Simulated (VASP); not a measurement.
# CdF2 (Fm-3m) in VASP: single point with PBE

Aim: the single point of CdF2 with PBE.

Everything below comes from runs of VASP 6.6.1. Logs are shortened: lines on timing, memory, paths and dates and some standing lists are left out, and cuts for length are marked.

### Step 1. The cell of the first run

It takes space group Fm-3m (No. 225, cubic). Conventional cell: a = 5.388 Å, b = 5.388 Å, c = 5.388 Å, α = 90.00°, β = 90.00°, γ = 90.00°. Cd (site symmetry m-3m) has 8 F at 2.33 Å within 3.1 Å. Within 3.1 Å of F (site symmetry -43m) lie 4 Cd at 2.33 Å and 6 F at 2.69 Å.

### Step 2. Single point, PBE

Input file INCAR:

```
SYSTEM = CdF2
PREC = Accurate ; ENCUT = 600
EDIFF = 1E-6 ; ISMEAR = 0
SIGMA = 0.01 ; LREAL = .False.
LASPH = .True. ; NELM = 120
ALGO = Normal ; ISIF = 2
LWAVE = .False. ; LCHARG = .True.
GGA = PE ; LELF = .True.
LVHAR = .True. ; NBANDS = 20
GGA_COMPAT = .False.
```

Input file KPOINTS:

```
Automatic mesh
0
Gamma
  6 6 6
  0 0 0
```

Input file POSCAR:

```
CdF2
1.0
    0.0000000000      2.6940000000      2.6940000000
    2.6940000000      0.0000000000      2.6940000000
    2.6940000000      2.6940000000      0.0000000000
Cd F
1 2
Direct
    0.0000000000      0.0000000000      0.0000000000
    0.2500000000      0.2500000000      0.2500000000
    0.7500000000      0.7500000000      0.7500000000
```

Potentials or basis: VASP PAW PBE potentials, release 64 (Cd, F).

The run is started by

```
> cat potpaw_PBE.64/Cd/POTCAR potpaw_PBE.64/F/POTCAR > POTCAR
> mpirun -np 1 vasp_std > vasp.out
```

OUTCAR:

```text
SYSTEM = CdF2
   PREC = Accurate
   ENCUT = 600
   EDIFF = 1E-6
   ISMEAR = 0
   LREAL = .False.
   LASPH = .True.
   NELM = 120
   ISIF = 2
   GGA = PE

 ion  position               nearest neighbor table
   1  0.000  0.000  0.000-   3 2.33   3 2.33   3 2.33   2 2.33   3 2.33   2 2.33   2 2.33   2 2.33

   2  0.250  0.250  0.250-   1 2.33   1 2.33   1 2.33   1 2.33
   3  0.750  0.750  0.750-   1 2.33   1 2.33   1 2.33   1 2.33

  LATTYP: Found a face centered cubic cell.
 ALAT       =     5.3880000000

  Lattice vectors:

 A1 = (   0.0000000000,   2.6940000000,   2.6940000000)
 A2 = (   2.6940000000,   0.0000000000,   2.6940000000)
 A3 = (   2.6940000000,   2.6940000000,   0.0000000000)

Analysis of symmetry for initial positions (statically):
=====================================================================
 Subroutine PRICEL returns:
 Original cell was already a primitive cell.

 Routine SETGRP: Setting up the symmetry group for a
 face centered cubic supercell.

 Subroutine GETGRP returns: Found 48 space group operations
 (whereof 48 operations were pure point group operations)
 out of a pool of 48 trial point group operations.

The static configuration has the point symmetry O_h .

Analysis of symmetry for dynamics (positions and initial velocities):
=====================================================================
 Subroutine PRICEL returns:
 Original cell was already a primitive cell.

 Routine SETGRP: Setting up the symmetry group for a
 face centered cubic supercell.

 Subroutine GETGRP returns: Found 48 space group operations
 (whereof 48 operations were pure point group operations)
 out of a pool of 48 trial point group operations.

The dynamic configuration has the point symmetry O_h .

 Subroutine INISYM returns: Found 48 space group operations
 (whereof 48 operations are pure point group operations),
 and found     1 'primitive' translations

----------------------------------------------------------------------------------------

                                     Primitive cell

  volume of cell :      39.1041

  direct lattice vectors                    reciprocal lattice vectors
     0.000000000  2.694000000  2.694000000    -0.185597624  0.185597624  0.185597624
     2.694000000  0.000000000  2.694000000     0.185597624 -0.185597624  0.185597624
     2.694000000  2.694000000  0.000000000     0.185597624  0.185597624 -0.185597624

  length of vectors
     3.809891337  3.809891337  3.809891337     0.321464515  0.321464515  0.321464515

  position of ions in fractional coordinates (direct lattice)
     0.000000000  0.000000000  0.000000000
     0.250000000  0.250000000  0.250000000
     0.750000000  0.750000000  0.750000000

  ion indices of the primitive-cell ions
   primitive index   ion index
                 1           1
                 2           2
                 3           3

----------------------------------------------------------------------------------------

 KPOINTS: Automatic mesh

Automatic generation of k-mesh.
 Grid dimensions read from file:
 generate k-points for:    6    6    6

 Generating k-lattice:

  Cartesian coordinates                     Fractional coordinates (reciprocal lattice)
    -0.030932937  0.030932937  0.030932937     0.166666667  0.000000000  0.000000000
     0.030932937 -0.030932937  0.030932937     0.000000000  0.166666667  0.000000000
     0.030932937  0.030932937 -0.030932937     0.000000000  0.000000000  0.166666667

  Length of vectors
     0.053577419  0.053577419  0.053577419

  Shift w.r.t. Gamma in fractional coordinates (k-lattice)
     0.000000000  0.000000000  0.000000000

 Subroutine IBZKPT returns following result:
 ===========================================

 Found     16 irreducible k-points:

 Following reciprocal coordinates:
            Coordinates               Weight
  0.000000  0.000000  0.000000      1.000000
  0.166667  0.000000  0.000000      8.000000
  0.333333  0.000000  0.000000      8.000000
  0.500000  0.000000  0.000000      4.000000
  0.166667  0.166667  0.000000      6.000000
  0.333333  0.166667  0.000000     24.000000
[... 8 lines left out ...]
 -0.333333  0.333333  0.166667     24.000000
 -0.333333  0.500000  0.166667     12.000000
   k-points           NKPTS =     16   k-points in BZ     NKDIM =     16   number of bands    NBANDS=     20
   number of dos      NEDOS =    301   number of ions     NIONS =      3
   total plane-waves  NPLWV =  27000
   dimension x,y,z NGX =    30 NGY =   30 NGZ =   30
   dimension x,y,z NGXF=    60 NGYF=   60 NGZF=   60
   ions per type =               1   2
   NGX,Y,Z   is equivalent  to a cutoff of  13.09, 13.09, 13.09 a.u.
   NGXF,Y,Z  is equivalent  to a cutoff of  26.18, 26.18, 26.18 a.u.
 SYSTEM =  CdF2
   PREC   = accura    normal or accurate (medium, high low for compatibility)
   ISTART =      0    job   : 0-new  1-cont  2-samecut
   ICHARG =      2    charge: 1-file 2-atom 10-const
   ISPIN  =      1    spin polarized calculation?
   LNONCOLLINEAR =      F non collinear calculations
   LSORBIT =      F    spin-orbit coupling
   LASPH  =      T    aspherical Exc in radial PAW
   ENCUT  =  600.0 eV  44.10 Ry    6.64 a.u.   7.61  7.61  7.61*2*pi/ulx,y,z
   NELM   =    120;   NELMIN=  2; NELMDL= -5     # of ELM steps
   EDIFF  = 0.1E-05   stopping-criterion for ELM
   LREAL  =      F    real-space projection
   EDIFFG = 0.1E-04   stopping-criterion for IOM
   NSW    =      0    number of steps for IOM
   IBRION =     -1    ionic relax: 0-MD 1-quasi-New 2-CG
   NFREE  =      0    steps in history (QN), initial steepest desc. (CG)
   ISIF   =      2    stress and relaxation
   ISYM   =      2    0-nonsym 1-usesym 2-fastsym
   POTIM  = 0.5000    time-step for ionic-motion
   TEBEG  =    0.0;   TEEND  =   0.0 temperature during run
   PSTRESS=    0.0 pullay stress
   NELECT =      26.0000    total number of electrons
   NUPDOWN=      -1.0000    fix difference up-down
   EMIN   =  10.00;   EMAX   =-10.00  energy-range for DOS
   EFERMI =   0.00;   METHOD = LEGACY
   ISMEAR =     0;   SIGMA  =   0.01  broadening in eV -4-tet -1-fermi 0-gaus
   EFERMI_NEDOS =   21; number of points for ismear=-14 and -15
   IALGO  =     38    algorithm
   IMIX   =      4    mixing-type and parameters
     AMIX     =   0.40;   BMIX     =  1.00
     AMIX_MAG =   1.60;   BMIX_MAG =  1.00
  volume/ion in A,a.u.               =      13.03        87.96
  Fermi-wavevector in a.u.,A,eV,Ry     =   1.428867  2.700166 27.778468  2.041660
  Thomas-Fermi vector in A             =   2.548882
   LORBIT       =      0    0 simple, 1 ext, 2 COOP (PROOUT), +10 PAW based schemes
   GGA     = PE    functional components
   LHFCALC =     F    Hartree Fock is set to
   AEXX    =    0.0000 exact exchange contribution
   IVDW    =     0    specifies the selected vdW correction
   LEPSILON=     F    determine dielectric tensor
   LRPA    =     F    only Hartree local field effects (RPA)
 non-spin polarized calculation
 Gauss-broadening in eV      SIGMA  =   0.01
  energy-cutoff  :      600.00
  volume of cell :       39.10
 maximum number of plane-waves:      1315
   NGX = 15   NGY = 15   NGZ = 15

 number of electron      25.9999977 magnetization

 Free energy of the ion-electron system (eV)
  ---------------------------------------------------
  ext. energy  EPLUGINS =         0.00000000
  ---------------------------------------------------
  free energy    TOTEN  =       -10.86288484 eV

  energy without entropy =      -10.86288484  energy(sigma->0) =      -10.86288484

 E-fermi :  -1.2266     XC(G=0): -10.4118

 val. band max:       -1.3338607429   @ k =  -0.3333   0.5000   0.1667
 cond. band min:       1.7554466160   @ k =   0.0000   0.0000   0.0000
 fundamental gap:      3.0893073589
 Fermi energy:        -1.2266101499

 k-point     1 :       0.0000    0.0000    0.0000
  band No.  band energies     occupation
      1     -22.1195      2.00000
      2     -21.0143      2.00000
      3      -6.9290      2.00000
      4      -6.9290      2.00000
      5      -6.9290      2.00000
      6      -5.7209      2.00000
[... 12 lines left out ...]
     19      18.5866      0.00000
     20      18.5866      0.00000

 k-point     2 :       0.1667    0.0000    0.0000
  band No.  band energies     occupation
      1     -22.0331      2.00000
      2     -21.0915      2.00000
      3      -6.8288      2.00000
      4      -6.8288      2.00000
      5      -6.6402      2.00000
      6      -5.7478      2.00000
[... 12 lines left out ...]
     19      17.9587      0.00000
     20      17.9587      0.00000

 k-point     3 :       0.3333    0.0000    0.0000
  band No.  band energies     occupation
      1     -21.8146      2.00000
      2     -21.2868      2.00000
      3      -6.6513      2.00000
      4      -6.6513      2.00000
      5      -5.9419      2.00000
      6      -5.7262      2.00000
[... 12 lines left out ...]
     19      17.1702      0.00000
     20      18.0068      0.00000

 k-point     4 :       0.5000    0.0000    0.0000
  band No.  band energies     occupation
      1     -21.5811      2.00000
      2     -21.5066      2.00000
      3      -6.5889      2.00000
      4      -6.5889      2.00000
      5      -5.6501      2.00000
      6      -5.6501      2.00000
[... 12 lines left out ...]
     19      16.8731      0.00000
     20      17.4471      0.00000

 k-point     5 :       0.1667    0.1667    0.0000
  band No.  band energies     occupation
      1     -22.0080      2.00000
      2     -21.1113      2.00000
      3      -6.7743      2.00000
      4      -6.7743      2.00000
      5      -6.5704      2.00000
      6      -5.8705      2.00000
[... 12 lines left out ...]
     19      18.8516      0.00000
     20      19.2313      0.00000

 k-point     6 :       0.3333    0.1667    0.0000
  band No.  band energies     occupation
      1     -21.8460      2.00000
      2     -21.2501      2.00000
      3      -6.5857      2.00000
      4      -6.5849      2.00000
      5      -6.0568      2.00000
      6      -5.9829      2.00000
[... 12 lines left out ...]
     19      18.5066      0.00000
     20      20.2448      0.00000

 k-point     7 :       0.5000    0.1667    0.0000
  band No.  band energies     occupation
      1     -21.6222      2.00000
      2     -21.4528      2.00000
      3      -6.5135      2.00000
      4      -6.4623      2.00000
      5      -5.8157      2.00000
      6      -5.6610      2.00000
[... 12 lines left out ...]
     19      17.7100      0.00000
     20      20.1078      0.00000

 k-point     8 :      -0.3333    0.1667    0.0000
  band No.  band energies     occupation
      1     -21.6912      2.00000
      2     -21.3904      2.00000
      3      -6.5600      2.00000
      4      -6.4736      2.00000
      5      -5.8247      2.00000
      6      -5.7182      2.00000
[... 12 lines left out ...]
     19      16.8564      0.00000
     20      20.1269      0.00000

 k-point     9 :      -0.1667    0.1667    0.0000
  band No.  band energies     occupation
      1     -21.9073      2.00000
      2     -21.2006      2.00000
      3      -6.6951      2.00000
      4      -6.6695      2.00000
      5      -6.2460      2.00000
      6      -5.8495      2.00000
[... 12 lines left out ...]
     19      16.9556      0.00000
     20      19.8222      0.00000

 k-point    10 :       0.3333    0.3333    0.0000
  band No.  band energies     occupation
      1     -21.7744      2.00000
      2     -21.2974      2.00000
      3      -6.3704      2.00000
      4      -6.3406      2.00000
      5      -6.3406      2.00000
      6      -5.8246      2.00000
[... 12 lines left out ...]
     19      19.0375      0.00000
     20      19.5720      0.00000

 k-point    11 :       0.5000    0.3333    0.0000
  band No.  band energies     occupation
      1     -21.6486      2.00000
      2     -21.4017      2.00000
      3      -6.5331      2.00000
      4      -6.1531      2.00000
      5      -6.0172      2.00000
      6      -5.6599      2.00000
[... 12 lines left out ...]
     19      19.1376      0.00000
     20      19.5789      0.00000

 k-point    12 :      -0.3333    0.3333    0.0000
  band No.  band energies     occupation
      1     -21.5376      2.00000
      2     -21.5171      2.00000
      3      -6.4677      2.00000
      4      -6.1856      2.00000
      5      -5.8448      2.00000
      6      -5.7215      2.00000
[... 12 lines left out ...]
     19      18.1545      0.00000
     20      20.4478      0.00000

 k-point    13 :       0.5000    0.5000    0.0000
  band No.  band energies     occupation
      1     -21.6516      2.00000
      2     -21.3868      2.00000
      3      -6.7158      2.00000
      4      -5.9714      2.00000
      5      -5.9714      2.00000
      6      -5.6053      2.00000
[... 12 lines left out ...]
     19      18.1424      0.00000
     20      20.1279      0.00000

 k-point    14 :       0.5000    0.3333    0.1667
  band No.  band energies     occupation
      1     -21.6971      2.00000
      2     -21.3723      2.00000
      3      -6.4645      2.00000
      4      -6.3215      2.00000
      5      -6.0744      2.00000
      6      -5.7251      2.00000
[... 12 lines left out ...]
     19      18.0489      0.00000
     20      20.1071      0.00000

 k-point    15 :      -0.3333    0.3333    0.1667
  band No.  band energies     occupation
      1     -21.5367      2.00000
      2     -21.5180      2.00000
      3      -6.4114      2.00000
      4      -6.2184      2.00000
      5      -5.8729      2.00000
      6      -5.7928      2.00000
[... 12 lines left out ...]
     19      17.6540      0.00000
     20      20.5263      0.00000

 k-point    16 :      -0.3333    0.5000    0.1667
  band No.  band energies     occupation
      1     -21.5874      2.00000
      2     -21.4549      2.00000
      3      -6.4881      2.00000
      4      -5.9674      2.00000
      5      -5.9066      2.00000
      6      -5.8385      2.00000
[... 12 lines left out ...]
     19      18.9544      0.00000
     20      19.3925      0.00000

------------------------ aborting loop because EDIFF is reached ----------------------------------------

  FORCE on cell =-STRESS in cart. coord.  units (eV):
  Direction    XX          YY          ZZ          XY          YZ          ZX
  --------------------------------------------------------------------------------------
  -------------------------------------------------------------------------------------
  Total        1.4705188      1.4705188      1.4705188     -0.0000000      0.0000000     -0.0000000
  in kB       60.2501880     60.2501880     60.2501880     -0.0000000      0.0000000     -0.0000000
  external PRESSURE =      60.2501880 kB  Pullay stress =       0.0000000 kB

 VOLUME and BASIS-vectors are now :
 -----------------------------------------------------------------------------
  energy-cutoff  :      600.00
  volume of cell :       39.10
      direct lattice vectors                 reciprocal lattice vectors
     0.000000000  2.694000000  2.694000000    -0.185597624  0.185597624  0.185597624
     2.694000000  0.000000000  2.694000000     0.185597624 -0.185597624  0.185597624
     2.694000000  2.694000000  0.000000000     0.185597624  0.185597624 -0.185597624

 POSITION                                       TOTAL-FORCE (eV/Angst)
 -----------------------------------------------------------------------------------
      0.00000      0.00000      0.00000         0.000000     -0.000000      0.000000
      1.34700      1.34700      1.34700        -0.000000     -0.000000     -0.000000
      4.04100      4.04100      4.04100         0.000000      0.000000      0.000000
 -----------------------------------------------------------------------------------
    total drift:                                0.000000     -0.000000      0.000000

  FREE ENERGIE OF THE ION-ELECTRON SYSTEM (eV)
  ---------------------------------------------------
  free  energy   TOTEN  =       -10.8628848360 eV

  energy  without entropy=      -10.8628848360  energy(sigma->0) =      -10.86288484
```

Run time: 19 s. Hardware: 1 thread of AMD EPYC 7R43 (Zen 3), shared host; peak memory 0.13 GiB.

Results:

```
Free energy            : -10.8629 eV
Pressure               : 6.0 GPa
Band gap on the k mesh : 3.09 eV (least direct gap 3.57 eV)
```

Caveat: the cell stands under pressure. A k mesh can miss the band edges.
